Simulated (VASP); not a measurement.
# N (P4_2/mnm) in VASP: a series of runs, part 2 of 2

VASP 6.6.1. The steps go on from the part before.

## Step 4: Single point, PBE+D3(BJ)

This run uses another cell than the first one: it holds 32 atoms, not 4.

INCAR

```
SYSTEM = N
ALGO = Normal
EDIFF = 1E-6
ENCUT = 520
GGA = PE
ISIF = 2
ISMEAR = 0
IVDW = 12
LASPH = .True.
LCHARG = .False.
LREAL = Auto
LWAVE = .False.
NBANDS = 102
NELM = 100
PREC = Accurate
SIGMA = 0.01
```

KPOINTS

```
Automatic mesh
0
Gamma
  2 2 2
  0.5 0.5 0.5
```

POSCAR

```
N
1.0
    0.0000000000      8.1886408874     -5.3249606346
    0.0000000000     -8.1886408874     -5.3249606346
   -8.1886408874      0.0000000000      5.3249606346
N
32
Direct
    0.0000000000      0.0475642473      0.0475642473
    0.7500000000      0.2975642473      0.0475642473
    0.2500000000      0.7975642473      0.0475642473
    0.5000000000      0.5475642473      0.0475642473
    0.2500000000      0.2975642473      0.5475642473
    0.5000000000      0.0475642473      0.5475642473
    0.0000000000      0.5475642473      0.5475642473
    0.7500000000      0.7975642473      0.5475642473
    0.7024357527      1.0000000000      0.2024357527
    0.4524357527      0.2500000000      0.2024357527
    0.9524357527      0.7500000000      0.2024357527
    0.2024357527      0.5000000000      0.2024357527
    0.9524357527      0.2500000000      0.7024357527
    0.2024357527      1.0000000000      0.7024357527
    0.7024357527      0.5000000000      0.7024357527
    0.4524357527      0.7500000000      0.7024357527
    0.0000000000      0.4524357527      0.4524357527
    0.7500000000      0.7024357527      0.4524357527
    0.2500000000      0.2024357527      0.4524357527
    0.5000000000      0.9524357527      0.4524357527
    0.2500000000      0.7024357527      0.9524357527
    0.5000000000      0.4524357527      0.9524357527
    0.0000000000      0.9524357527      0.9524357527
    0.7500000000      0.2024357527      0.9524357527
    0.7975642473      1.0000000000      0.2975642473
    0.5475642473      0.2500000000      0.2975642473
    0.0475642473      0.7500000000      0.2975642473
    0.2975642473      0.5000000000      0.2975642473
    0.0475642473      0.2500000000      0.7975642473
    0.2975642473      1.0000000000      0.7975642473
    0.7975642473      0.5000000000      0.7975642473
    0.5475642473      0.7500000000      0.7975642473
```

Potentials or basis: VASP PAW PBE potentials, release 64 (N).

Run with:

```
$ cat potpaw_PBE.64/N/POTCAR > POTCAR
$ mpirun -np 1 vasp_std > vasp.out
```

OUTCAR:

```text
SYSTEM = N
   EDIFF = 1E-6
   ENCUT = 520
   GGA = PE
   ISIF = 2
   ISMEAR = 0
   IVDW = 12
   LASPH = .True.
   LREAL = Auto
   NELM = 100
   PREC = Accurate
 IVDW          = 12

 ion  position               nearest neighbor table
   1  0.000  0.048  0.048-  23 1.10
   2  0.750  0.298  0.048-  24 1.10
   3  0.250  0.798  0.048-  21 1.10
   4  0.500  0.548  0.048-  22 1.10
   5  0.250  0.298  0.548-  19 1.10
   6  0.500  0.048  0.548-  20 1.10
[... 24 lines left out ...]
  31  0.798  0.500  0.798-  15 1.10
  32  0.548  0.750  0.798-  16 1.10

  LATTYP: Found a body centered tetragonal cell.
 ALAT       =    11.5804870004
 C/A-ratio  =     0.9196436444

  Lattice vectors:

 A1 = (   0.0000000000,   8.1886408874,  -5.3249606346)
 A2 = (   0.0000000000,  -8.1886408874,  -5.3249606346)
 A3 = (  -8.1886408874,   0.0000000000,   5.3249606346)

Analysis of symmetry for initial positions (statically):
=====================================================================
 Subroutine PRICEL returns following result:

  LATTYP: Found a simple tetragonal cell.
 ALAT       =     4.0943204437
 C/A-ratio  =     1.3005725145

  Lattice vectors:

 A1 = (   0.0000000000,   4.0943204437,   0.0000000000)
 A2 = (  -4.0943204437,   0.0000000000,   0.0000000000)
 A3 = (   0.0000000000,   0.0000000000,   5.3249606346)

   8 primitive cells build up your supercell.

 Routine SETGRP: Setting up the symmetry group for a
 body centered tetragonal supercell.

 Subroutine GETGRP returns: Found 16 space group operations
 (whereof  8 operations were pure point group operations)
 out of a pool of 16 trial point group operations.
[... 126 lines left out ...]
   EFERMI_NEDOS =   21; number of points for ismear=-14 and -15
   IALGO  =     38    algorithm
   IMIX   =      4    mixing-type and parameters
     AMIX     =   0.40;   BMIX     =  1.00
     AMIX_MAG =   1.60;   BMIX_MAG =  1.00
  volume/ion in A,a.u.               =      22.32       150.60
  Fermi-wavevector in a.u.,A,eV,Ry     =   0.994317  1.878986 13.451618  0.988666
  Thomas-Fermi vector in A             =   2.126260
   LORBIT       =      0    0 simple, 1 ext, 2 COOP (PROOUT), +10 PAW based schemes
   GGA     = PE    functional components
   LHFCALC =     F    Hartree Fock is set to
   AEXX    =    0.0000 exact exchange contribution
   IVDW    =    12    specifies the selected vdW correction
   LEPSILON=     F    determine dielectric tensor
   LRPA    =     F    only Hartree local field effects (RPA)
 non-spin polarized calculation
 Gauss-broadening in eV      SIGMA  =   0.01
  energy-cutoff  :      520.00
  volume of cell :      714.12
 maximum number of plane-waves:     19244
 NGX is ok and might be reduce to    80

 number of electron     160.0000013 magnetization

 Free energy of the ion-electron system (eV)
  ---------------------------------------------------
  ext. energy  EPLUGINS =         0.00000000
  ---------------------------------------------------
  free energy    TOTEN  =      -266.42882895 eV

  energy without entropy =     -266.42882895  energy(sigma->0) =     -266.42882895

 E-fermi :  -6.3906     XC(G=0):  -6.4760

 val. band max:       -6.4449946526   @ k =  -0.2500  -0.2500   0.2500
 cond. band min:       0.6266949260   @ k =  -0.2500  -0.2500   0.2500
 fundamental gap:      7.0716895786
 Fermi energy:        -6.3905890548

 k-point     1 :       0.2500    0.2500    0.2500
  band No.  band energies     occupation
      1     -24.8549      2.00000
      2     -24.8549      2.00000
      3     -24.8549      2.00000
      4     -24.8549      2.00000
      5     -24.8278      2.00000
      6     -24.8278      2.00000
[... 274 lines left out ...]
     91       1.3311      0.00000
     92       1.3323      0.00000
 [bands above 92 left out]

------------------------ aborting loop because EDIFF is reached ----------------------------------------

 Edisp (eV)   -1.76726

 E8    (eV) :    -0.4207

  FORCE on cell =-STRESS in cart. coord.  units (eV):
  Direction    XX          YY          ZZ          XY          YZ          ZX
  --------------------------------------------------------------------------------------
  -------------------------------------------------------------------------------------
  Total      14.25747    14.25747    -0.89975     0.00000     0.00000     0.00000
  in kB      31.98769    31.98769    -2.01865     0.00000     0.00000     0.00000
  external pressure =       20.65 kB  Pullay stress =        0.00 kB

 VOLUME and BASIS-vectors are now :
 -----------------------------------------------------------------------------
  energy-cutoff  :      520.00
  volume of cell :      714.12
      direct lattice vectors                 reciprocal lattice vectors
     0.000000000  8.188640887 -5.324960635    -0.061060194  0.061060194 -0.093897408
     0.000000000 -8.188640887 -5.324960635    -0.061060194 -0.061060194 -0.093897408
    -8.188640887  0.000000000  5.324960635    -0.122120388  0.000000000  0.000000000

 POSITION                                       TOTAL-FORCE (eV/Angst)
 -----------------------------------------------------------------------------------
     -0.38949     -0.38949      0.00000        -1.237619     -1.237619      0.000000
     -0.38949      3.70483     -5.32496        -1.237619     -1.237619      0.000000
     -0.38949     -4.48381     -5.32496        -1.237619     -1.237619      0.000000
     -0.38949     -0.38949     -5.32496        -1.237619     -1.237619      0.000000
     -4.48381     -0.38949      0.00000        -1.237619     -1.237619      0.000000
     -4.48381      3.70483      0.00000        -1.237619     -1.237619      0.000000
[... 24 lines left out ...]
     -6.53097      2.43665     -2.66248        -1.237619      1.237619      0.000000
     -6.53097     -1.65767     -2.66248        -1.237619      1.237619      0.000000
 -----------------------------------------------------------------------------------
    total drift:                                0.000000     -0.000000     -0.000000

  FREE ENERGIE OF THE ION-ELECTRON SYSTEM (eV)
  ---------------------------------------------------
  free  energy   TOTEN  =      -268.1960891568 eV

  energy  without entropy=     -268.1960891568  energy(sigma->0) =     -268.19608916
```

Wall time 7.7 min (1 thread of Intel Xeon Platinum 8259CL at 2.50GHz (Skylake/Cascade Lake), shared host); peak memory 0.92 GiB.

Results:

* Free energy: -268.1961 eV
* Pressure: 2.1 GPa
* Largest force: 1.750 eV/Å
* Band gap on the k mesh: 7.07 eV
* Dispersion energy per atom: -0.055 eV

Forces in eV/Å, atoms in the order of the input:
```
N   -1.238 -1.238  0.000
N   -1.238 -1.238  0.000
N   -1.238 -1.238  0.000
N   -1.238 -1.238  0.000
N   -1.238 -1.238  0.000
N   -1.238 -1.238  0.000
N   -1.238 -1.238  0.000
N   -1.238 -1.238  0.000
N    1.238 -1.238  0.000
N    1.238 -1.238  0.000
N    1.238 -1.238  0.000
N    1.238 -1.238  0.000
N    1.238 -1.238  0.000
N    1.238 -1.238  0.000
N    1.238 -1.238  0.000
N    1.238 -1.238  0.000
N    1.238  1.238  0.000
N    1.238  1.238  0.000
N    1.238  1.238  0.000
N    1.238  1.238  0.000
N    1.238  1.238  0.000
N    1.238  1.238  0.000
N    1.238  1.238  0.000
N    1.238  1.238  0.000
N   -1.238  1.238  0.000
N   -1.238  1.238  0.000
N   -1.238  1.238  0.000
N   -1.238  1.238  0.000
N   -1.238  1.238  0.000
N   -1.238  1.238  0.000
N   -1.238  1.238  0.000
N   -1.238  1.238  0.000
```

Caveat: the standard files for N, O and F lose accuracy on very short bonds; forces of over 1 eV/Å act on the atoms, so gaps and moduli don't describe the material at rest. A k mesh can miss the band edges.

## Step 5: Single point, PBE+D3(BJ)

INCAR

```
SYSTEM = N
  PREC = Accurate
  ENCUT = 520
  EDIFF = 1E-6
  ISMEAR = 0
  SIGMA = 0.01
  LREAL = .FALSE.
  LASPH = .TRUE.
  NELM = 100
  ALGO = Normal
  ISIF = 2
  LWAVE = .FALSE.
  LCHARG = .FALSE.
  GGA = PE
  IVDW = 12
  NBANDS = 18
```

KPOINTS

```
regular mesh
0
G
  6 6 4
  0 0 0
```

POSCAR

```
N
1.0
    4.0943204437      0.0000000000      0.0000000000
    0.0000000000      4.0943204437      0.0000000000
    0.0000000000      0.0000000000      5.3249606346
N
4
Direct
    0.9048715055      0.9048715055      0.0000000000
    0.5951284945      0.4048715055      0.5000000000
    0.0951284945      0.0951284945      0.0000000000
    0.4048715055      0.5951284945      0.5000000000
```

Run with:

```
$ cat potpaw_PBE.64/N/POTCAR > POTCAR
$ mpirun -np 1 vasp_std > vasp.out
```

Wall time 27 s (1 thread of Intel Xeon Platinum 8259CL at 2.50GHz (Skylake/Cascade Lake), shared host); peak memory 0.19 GiB.

It converged, with:

```yaml
Free_energy: -33.5241 eV
Pressure: 2.1 GPa
Largest_force: 1.749 eV/Å
Band_gap_on_the_k_mesh: 6.94 eV, indirect (least direct gap 7.12 eV)
Dispersion_energy_per_atom: -0.055 eV
```

Forces in eV/Å, atoms in the order of the input:
```
N   -1.237 -1.237  0.000
N    1.237 -1.237  0.000
N    1.237  1.237  0.000
N   -1.237  1.237  0.000
```

Stress tensor (GPa, compression positive):
```
 3.21  0.00  0.00
 0.00  3.21  0.00
 0.00  0.00 -0.20
```

Levels at points of the mesh, in eV from the valence-band top:
| k point | band 8 | band 9 | band 10 | band 11 | band 12 | band 13 |
| --- | --- | --- | --- | --- | --- | --- |
| (0.00, 0.00, 0.00) | -1.38 | -0.99 | -0.18 | 6.94 | 7.83 | 8.18 |
| (0.50, 0.00, 0.00) | -1.67 | -0.23 | -0.23 | 7.97 | 7.97 | 7.98 |
| (0.50, 0.50, 0.00) | -1.63 | -0.03 | -0.03 | 7.75 | 7.75 | 8.72 |
| (0.00, 0.00, 0.50) | -1.49 | -0.43 | -0.43 | 7.36 | 7.36 | 8.17 |
| (0.50, 0.00, 0.50) | -1.47 | -0.28 | -0.28 | 7.60 | 7.60 | 8.28 |
| (0.50, 0.50, 0.50) | -1.66 | 0.00 | 0.00 | 7.77 | 7.77 | 8.72 |

Caveat: the standard files for N, O and F lose accuracy on very short bonds; forces of over 1 eV/Å act on the atoms, so gaps and moduli don't describe the material at rest.

## Step 6: Overview

```tsv
task	cell	k mesh	cutoff (eV)	smearing	gap on the mesh (eV)	pressure (GPa)	largest force (eV/Å)
single point	a = 4.094, b = 4.094, c = 5.325 Å, 4 atoms	6 × 6 × 4	520	gaussian 0.02 eV	6.94	2.1	1.75
relaxation of cell and atoms	relaxed from a = 4.084, b = 4.084, c = 5.346 Å, 4 atoms	6 × 6 × 4	600	gaussian 0.02 eV	6.68	0.0	-
single point	a = 9.768 Å, angles 107.3, 107.3, 113.9°, 32 atoms	2 × 2 × 2, shifted	520	gaussian 0.01 eV	7.07	2.1	1.75
single point	a = 4.094, b = 4.094, c = 5.325 Å, 4 atoms	6 × 6 × 4	520	gaussian 0.01 eV	6.94	2.1	1.75
```

Alike in all rows: level PBE+D3(BJ); potentials or basis VASP PAW PBE potentials, release 64 (N); no spin polarisation.

Caveats: the standard files for N, O and F lose accuracy on very short bonds; forces of over 1 eV/Å act on the atoms, so gaps and moduli don't describe the material at rest (some runs).

Total energies depend on the potentials used, so only differences within one code and one set of settings carry meaning.
